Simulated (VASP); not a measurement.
# BeCdS4 (P4/m) in VASP: single point with PBE

Aim: the single point of BeCdS4 with PBE.

Program: VASP 6.6.1. These are calculated values, not measurements. Logs are shortened: lines on timing, memory, paths and dates and some standing lists are left out, and cuts for length are marked.

**1. The cell of the first run**

It takes space group P4/m (No. 83, tetragonal). The conventional cell has a = 5.571 Å, b = 5.571 Å, c = 3.855 Å, α = 90.00°, β = 90.00°, γ = 90.00°. Be (site symmetry 4/m) has 4 S at 2.15 Å within 2.8 Å. Cd (site symmetry 4/m) has 8 S at 2.92 Å and 2 Cd at 3.86 Å within 3.9 Å. S (site symmetry m) has 1 S at 2.10 Å and 1 Be at 2.15 Å within 2.8 Å.

The cell was generated, and may not be a known phase.

**2. Single point, PBE**

INCAR

```
PREC = Accurate
ENCUT = 630
EDIFF = 1E-6
ISMEAR = 0
SIGMA = 0.1
LREAL = False
LASPH = True
NELM = 120
ALGO = Normal
ISIF = 2
LWAVE = False
LCHARG = False
GGA = PE
NBANDS = 32
GGA_COMPAT = False
```

KPOINTS

```
regular mesh
0
Gamma
  6 6 8
```

POSCAR

```
BeCdS4
1.0
    5.5713785313      0.0000000000      0.0000000000
    0.0000000000      5.5713785313      0.0000000000
    0.0000000000      0.0000000000      3.8553644063
Be Cd S
1 1 4
Direct
    0.0000000000      0.0000000000      0.0000000000
    0.5000000000      0.5000000000      0.5000000000
    0.1300460436      0.6368597952      0.0000000000
    0.8699539564      0.3631402048      0.0000000000
    0.3631402048      0.1300460436      0.0000000000
    0.6368597952      0.8699539564      0.0000000000
```

Potentials or basis: VASP PAW PBE potentials, release 64 (Be, Cd_sv_GW, S).

Launch:

```sh
$ cat potpaw_PBE.64/Be/POTCAR potpaw_PBE.64/Cd_sv_GW/POTCAR potpaw_PBE.64/S/POTCAR > POTCAR
$ mpirun -np 1 vasp_std > vasp.out
```

OUTCAR:

```text
PREC = Accurate
   ENCUT = 630
   EDIFF = 1E-6
   ISMEAR = 0
   LREAL = False
   LASPH = True
   NELM = 120
   ISIF = 2
   GGA = PE

 ion  position               nearest neighbor table
   1  0.000  0.000  0.000-   3 2.15   4 2.15   5 2.15   6 2.15
   2  0.500  0.500  0.500-
   3  0.130  0.637  0.000-   4 2.10   1 2.15
   4  0.870  0.363  0.000-   3 2.10   1 2.15
   5  0.363  0.130  0.000-   6 2.10   1 2.15
   6  0.637  0.870  0.000-   5 2.10   1 2.15

  LATTYP: Found a simple tetragonal cell.
 ALAT       =     5.5713785313
 C/A-ratio  =     0.6919946984

  Lattice vectors:

 A1 = (   5.5713785313,   0.0000000000,   0.0000000000)
 A2 = (   0.0000000000,   5.5713785313,   0.0000000000)
 A3 = (   0.0000000000,   0.0000000000,   3.8553644063)

Analysis of symmetry for initial positions (statically):
=====================================================================
 Subroutine PRICEL returns:
 Original cell was already a primitive cell.

 Routine SETGRP: Setting up the symmetry group for a
 simple tetragonal supercell.

 Subroutine GETGRP returns: Found  8 space group operations
 (whereof  8 operations were pure point group operations)
 out of a pool of 16 trial point group operations.

The static configuration has the point symmetry C_4h.

Analysis of symmetry for dynamics (positions and initial velocities):
=====================================================================
 Subroutine PRICEL returns:
 Original cell was already a primitive cell.

 Routine SETGRP: Setting up the symmetry group for a
 simple tetragonal supercell.

 Subroutine GETGRP returns: Found  8 space group operations
 (whereof  8 operations were pure point group operations)
 out of a pool of 16 trial point group operations.

The dynamic configuration has the point symmetry C_4h.

 Subroutine INISYM returns: Found  8 space group operations
 (whereof  8 operations are pure point group operations),
 and found     1 'primitive' translations

----------------------------------------------------------------------------------------

                                     Primitive cell

  volume of cell :     119.6715

  direct lattice vectors                    reciprocal lattice vectors
     5.571378531  0.000000000  0.000000000     0.179488792  0.000000000  0.000000000
     0.000000000  5.571378531  0.000000000     0.000000000  0.179488792  0.000000000
[... 96 lines left out ...]
   NSW    =      0    number of steps for IOM
   IBRION =     -1    ionic relax: 0-MD 1-quasi-New 2-CG
   NFREE  =      0    steps in history (QN), initial steepest desc. (CG)
   ISIF   =      2    stress and relaxation
   ISYM   =      2    0-nonsym 1-usesym 2-fastsym
   POTIM  = 0.5000    time-step for ionic-motion
   TEBEG  =    0.0;   TEEND  =   0.0 temperature during run
   PSTRESS=    0.0 pullay stress
   NELECT =      46.0000    total number of electrons
   NUPDOWN=      -1.0000    fix difference up-down
   EMIN   =  10.00;   EMAX   =-10.00  energy-range for DOS
   EFERMI =   0.00;   METHOD = LEGACY
   ISMEAR =     0;   SIGMA  =   0.10  broadening in eV -4-tet -1-fermi 0-gaus
   EFERMI_NEDOS =   21; number of points for ismear=-14 and -15
   IALGO  =     38    algorithm
   IMIX   =      4    mixing-type and parameters
     AMIX     =   0.40;   BMIX     =  1.00
     AMIX_MAG =   1.60;   BMIX_MAG =  1.00
  volume/ion in A,a.u.               =      19.95       134.60
  Fermi-wavevector in a.u.,A,eV,Ry     =   1.190320  2.249379 19.277585  1.416862
  Thomas-Fermi vector in A             =   2.326408
   LORBIT       =      0    0 simple, 1 ext, 2 COOP (PROOUT), +10 PAW based schemes
   GGA     = PE    functional components
   LHFCALC =     F    Hartree Fock is set to
   AEXX    =    0.0000 exact exchange contribution
   IVDW    =     0    specifies the selected vdW correction
   LEPSILON=     F    determine dielectric tensor
   LRPA    =     F    only Hartree local field effects (RPA)
 non-spin polarized calculation
 Gauss-broadening in eV      SIGMA  =   0.10
  energy-cutoff  :      630.00
  volume of cell :      119.67
 maximum number of plane-waves:      4336
 NGX is ok and might be reduce to    48
   NGX = 23   NGY = 23   NGZ = 15

 number of electron      46.0000001 magnetization

 Free energy of the ion-electron system (eV)
  ---------------------------------------------------
  ext. energy  EPLUGINS =         0.00000000
  ---------------------------------------------------
  free energy    TOTEN  =       -22.14097021 eV

  energy without entropy =      -22.13823506  energy(sigma->0) =      -22.13960263

 E-fermi :   5.1683     XC(G=0):  -9.4770

 val. band max:        5.1462534574   @ k =   0.0000   0.0000   0.2500
 cond. band min:       5.2034938107   @ k =   0.0000   0.0000   0.3750
 fundamental gap:      0.0572403532
 Fermi energy:         5.1683320172

 k-point     1 :       0.0000    0.0000    0.0000
  band No.  band energies     occupation
      1     -97.9415      2.00000
      2     -59.0092      2.00000
      3     -59.0092      2.00000
      4     -58.9993      2.00000
      5     -11.2084      2.00000
      6      -9.7414      2.00000
[... 829 lines left out ...]
     31      10.9578      0.00000
     32      11.4768      0.00000

 [... further k-points ...]

------------------------ aborting loop because EDIFF is reached ----------------------------------------

  FORCE on cell =-STRESS in cart. coord.  units (eV):
  Direction    XX          YY          ZZ          XY          YZ          ZX
  --------------------------------------------------------------------------------------
  -------------------------------------------------------------------------------------
  Total       -0.2253139     -0.2253139     -0.0467415      0.0000002      0.0000000      0.0000000
  in kB       -3.0165304     -3.0165304     -0.6257806      0.0000030      0.0000000      0.0000000
  external PRESSURE =      -2.2196138 kB  Pullay stress =       0.0000000 kB

 VOLUME and BASIS-vectors are now :
 -----------------------------------------------------------------------------
  energy-cutoff  :      630.00
  volume of cell :      119.67
      direct lattice vectors                 reciprocal lattice vectors
     5.571378531  0.000000000  0.000000000     0.179488792  0.000000000  0.000000000
     0.000000000  5.571378531  0.000000000     0.000000000  0.179488792  0.000000000
     0.000000000  0.000000000  3.855364406     0.000000000  0.000000000  0.259378854

 POSITION                                       TOTAL-FORCE (eV/Angst)
 -----------------------------------------------------------------------------------
      0.00000      0.00000      0.00000        -0.000000      0.000000     -0.000000
      2.78569      2.78569      1.92768        -0.000000      0.000000     -0.000000
      0.72454      3.54819      0.00000        -0.066372     -0.078042      0.000000
      4.84684      2.02319      0.00000         0.066372      0.078042      0.000000
      2.02319      0.72454      0.00000         0.078042     -0.066372      0.000000
      3.54819      4.84684      0.00000        -0.078042      0.066372     -0.000000
 -----------------------------------------------------------------------------------
    total drift:                                0.000000     -0.000000      0.000000

  FREE ENERGIE OF THE ION-ELECTRON SYSTEM (eV)
  ---------------------------------------------------
  free  energy   TOTEN  =       -22.1409702094 eV

  energy  without entropy=      -22.1382350563  energy(sigma->0) =      -22.13960263
```

OSZICAR:

```text
N       E                     dE             d eps       ncg     rms          rms(c)
DAV:   1     0.593464213161E+03    0.59346E+03   -0.26336E+04  4000   0.167E+03
DAV:   2     0.594032059435E+02   -0.53406E+03   -0.46855E+03  3584   0.510E+02
DAV:   3    -0.188079904408E+02   -0.78211E+02   -0.74967E+02  5392   0.196E+02
DAV:   4    -0.229033075006E+02   -0.40953E+01   -0.40656E+01  4576   0.497E+01
DAV:   5    -0.231372095044E+02   -0.23390E+00   -0.23379E+00  5584   0.136E+01    0.192E+01
DAV:   6    -0.222470388396E+02    0.89017E+00   -0.11253E+00  5808   0.218E+01    0.130E+01
DAV:   7    -0.221663419962E+02    0.80697E-01   -0.11712E+00  5640   0.803E+00    0.414E+00
DAV:   8    -0.221423828018E+02    0.23959E-01   -0.23505E-01  5552   0.622E+00    0.916E-01
DAV:   9    -0.221406213079E+02    0.17615E-02   -0.22315E-02  5624   0.283E+00    0.284E-01
DAV:  10    -0.221408934901E+02   -0.27218E-03   -0.17689E-03  5456   0.330E-01    0.112E-01
DAV:  11    -0.221409843356E+02   -0.90846E-04   -0.25376E-04  4576   0.159E-01    0.558E-02
DAV:  12    -0.221409551277E+02    0.29208E-04   -0.92064E-05  5552   0.138E-01    0.310E-02
DAV:  13    -0.221409710866E+02   -0.15959E-04   -0.38402E-05  4216   0.366E-02    0.157E-02
DAV:  14    -0.221409699739E+02    0.11127E-05   -0.21918E-06  3864   0.174E-02    0.375E-03
DAV:  15    -0.221409702094E+02   -0.23554E-06   -0.40973E-07  2920   0.747E-03
   1 F= -.22140970E+02 E0= -.22139603E+02  d E =-.273515E-02
```

stdout:

```text
POSCAR found type information on POSCAR BeCdS
 POSCAR found :  3 types and       6 ions
 scaLAPACK will be used
 LDA part: xc-table for (Slater+PW92), standard interpolation
 POSCAR, INCAR and KPOINTS ok, starting setup
 FFT: planning ... GRIDC
 FFT: planning ... GRID_SOFT
 FFT: planning ... GRID
 WAVECAR not read
 entering main loop
```

Run time: 4.7 min. Hardware: 1 thread of Intel Xeon Platinum 8259CL at 2.50GHz (Skylake/Cascade Lake), shared host; peak memory 0.47 GiB.

What came out:

```yaml
Free_energy: -22.1410 eV
Pressure: -0.2 GPa
Largest_force: 0.102 eV/Å
Band_gap_on_the_k_mesh: zero (filled and empty bands touch)
```

Forces on the atoms (eV/Å):
```
Be   0.000  0.000  0.000
Cd   0.000  0.000  0.000
S   -0.066 -0.078  0.000
S    0.066  0.078  0.000
S    0.078 -0.066  0.000
S   -0.078  0.066  0.000
```

Stress tensor (GPa, compression positive):
```
-0.30  0.00  0.00
 0.00 -0.30  0.00
 0.00  0.00 -0.06
```

Levels at points of the mesh, in eV from the Fermi level:
| k point | band 19 | band 20 | band 21 | band 22 | band 23 | band 24 | band 25 | band 26 | band 27 | band 28 |
| --- | --- | --- | --- | --- | --- | --- | --- | --- | --- | --- |
| (0.00, 0.00, 0.00) | -4.33 | -2.76 | -0.84 | -0.84 | -0.02 | 0.84 | 2.69 | 2.69 | 3.83 | 4.86 |
| (0.50, 0.00, 0.00) | -3.48 | -2.55 | -2.44 | -1.05 | -0.89 | 0.11 | 0.78 | 2.23 | 3.09 | 4.27 |
| (0.50, 0.50, 0.00) | -3.24 | -3.18 | -3.18 | -1.68 | -1.40 | 0.31 | 2.04 | 2.21 | 3.17 | 3.44 |
| (0.00, 0.00, 0.50) | -4.86 | -3.84 | -2.83 | -2.83 | -0.31 | -0.02 | 2.62 | 2.88 | 2.88 | 4.05 |
| (0.50, 0.00, 0.50) | -3.12 | -2.75 | -2.57 | -2.31 | -2.14 | 0.68 | 1.20 | 1.20 | 1.40 | 4.57 |
| (0.50, 0.50, 0.50) | -4.82 | -4.45 | -3.26 | -2.44 | -2.44 | 1.82 | 2.03 | 2.34 | 2.90 | 3.81 |

Caveat: semilocal functionals underestimate gaps, and a narrow one can read as zero.

The gap in the log of VASP goes by the Fermi energy; the results here count the filled bands.